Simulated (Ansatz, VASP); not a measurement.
C in VASP and in Ansatz

```xyz
1
Lattice="0.0000 1.5765 1.5765 1.5765 0.0000 1.5765 1.5765 1.5765 0.0000" Properties=species:S:1:pos:R:3 pbc="T T T"
C     0.0000    0.0000    0.0000
```

Alike in both runs: task single point; functional PBEsol; k mesh 20 × 20 × 20; occupations fermi-dirac, width 0.1 eV; no spin polarisation.

|  | VASP | Ansatz |
| --- | --- | --- |
| version | VASP 6.6.1 | Ansatz 0.2.0 |
| potentials or method | VASP PAW PBE potentials, release 64 (C), cutoff 520 eV | plane waves (420 eV) with PAW, scalar-relativistic |
| valence electrons in the cell | 4 | 4 |

|  | VASP | Ansatz | Ansatz less VASP |
| --- | --- | --- | --- |
| pressure (GPa) | -16.0 | -16.0 | -0.07 |

VASP's potentials were made for PBE, not for PBEsol, and Ansatz warns of the same on its side.
